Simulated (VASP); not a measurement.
Input of a VASP 6.6.1 run:

File INCAR:

```
PREC = Accurate
ENCUT = 600
EDIFF = 1E-6
ISMEAR = 0
SIGMA = 0.02
LREAL = F
LASPH = T
NELM = 120
ALGO = Normal
ISIF = 2
LWAVE = F
LCHARG = F
GGA = PS
NBANDS = 28
GGA_COMPAT = F
```

KPOINTS

```
regular mesh
0
Gamma
  8 8 8
```

The input POSCAR:

```
BaTiO3
1.0
    4.1581192492      0.0000000000      0.0000000000
    0.0000000000      4.1581192492      0.0000000000
    0.0000000000      0.0000000000      3.8582743725
Ba O Ti
1 3 1
Direct
    0.0000000000      0.0000000000      0.0000000000
    0.5000000000      0.5000000000      0.0000000000
    0.0000000000      0.5000000000      0.5000000000
    0.5000000000      0.0000000000      0.5000000000
    0.5000000000      0.5000000000      0.5000000000
```

Potentials or basis: VASP PAW PBE potentials, release 64 (Ba_sv, O, Ti_sv).

The run is started by

```bash
$ cat potpaw_PBE.64/Ba_sv/POTCAR potpaw_PBE.64/O/POTCAR potpaw_PBE.64/Ti_sv/POTCAR > POTCAR
$ mpirun -np 1 vasp_std > vasp.out
```

Question: What does it give for the pressure?

Answer: -7.3 GPa.

Question: Predict the band gap on the k mesh.

Answer: 1.48 eV, indirect (least direct gap 1.67 eV).

Stress tensor (GPa, compression positive):
```
-11.83   0.00   0.00
  0.00 -11.83   0.00
  0.00   0.00   1.64
```

Caveat: the PAW data sets were made with another functional, which shifts forces and pressure a little; spin-orbit coupling is left out, which moves the levels of the heavy elements. PBEsol gaps usually lie below the measured ones, often by a third to a half.
